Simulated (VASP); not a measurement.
Wanted: the native input for a VASP 6.6.1 run.

| Item | Value |
| --- | --- |
| Task | single point |
| Functional | PBE |
| Dispersion | D3(BJ) |
| Potentials or basis | VASP PAW PBE potentials, release 64 (S, W_sv) |
| Cutoff | 520 eV |
| k mesh | 12 × 12 × 1 |
| Occupations | gaussian, width 0.02 eV |
| Spin | no spin polarisation |
| Dipole correction | yes |
| Further INCAR settings | ALGO = Normal; EDIFF = 1e-06; NBANDS = 35 |

The structure of WS2 lies in POSCAR:

```
WS2
1.0
    3.1597400268      0.0000000000      0.0000000000
   -1.5798700134      2.7364151325      0.0000000000
    0.0000000000      0.0000000000     45.2072918720
S W
4 2
Direct
    0.3333333333      0.6666666667      0.3981147464
    0.3333333333      0.6666666667      0.4677478320
    0.0000000000      0.0000000000      0.5322402066
    0.0000000000      0.0000000000      0.6018851060
    0.6666666667      0.3333333333      0.4329743243
    0.3333333333      0.6666666667      0.5670369754
```

One way to write it, as run:

INCAR

```
PREC     = Accurate       # precision mode
ENCUT    = 520            # plane-wave cutoff, eV
EDIFF    = 1E-6           # SCF threshold, eV
ISMEAR   = 0              # smearing method
SIGMA    = 0.02           # smearing width, eV
LREAL    = False          # projectors in reciprocal space
LASPH    = True           # aspherical terms in the spheres
NELM     = 60             # most SCF steps
ALGO     = Normal         # electronic algorithm
ISIF     = 2              # what is computed and relaxed
LWAVE    = False          # write WAVECAR
LCHARG   = True           # write CHGCAR
LDIPOL   = True         
IDIPOL   = 3            
DIPOL    = 0.5 0.5 0.500
GGA      = PE             # functional
IVDW     = 12             # dispersion correction
LELF     = True           # ELF
LVHAR    = True         
LVACPOTAV= True         
NBANDS   = 35             # bands
```

KPOINTS

```
Automatic mesh
0
Gamma
  12 12 1
```

Potentials or basis: VASP PAW PBE potentials, release 64 (S, W_sv).

Run with:

```bash
$ cat potpaw_PBE.64/S/POTCAR potpaw_PBE.64/W_sv/POTCAR > POTCAR
$ mpirun -np 1 vasp_std > vasp.out
```

It gave:

```json
{
 "Largest force": "0.004 eV/Å",
 "Band gap on the k mesh": "1.38 eV (least direct gap 1.83 eV)",
 "Dispersion energy per atom": "-0.370 eV",
 "Ionisation potential of the upper face": "5.18 eV"
}
```

Caveat: spin-orbit coupling is left out, which moves the levels of the heavy elements.

It took 3.5 min on 1 thread of Intel(R) Xeon(R) 6975P-C (Granite Rapids), on a shared host, peak memory 0.58 GiB.
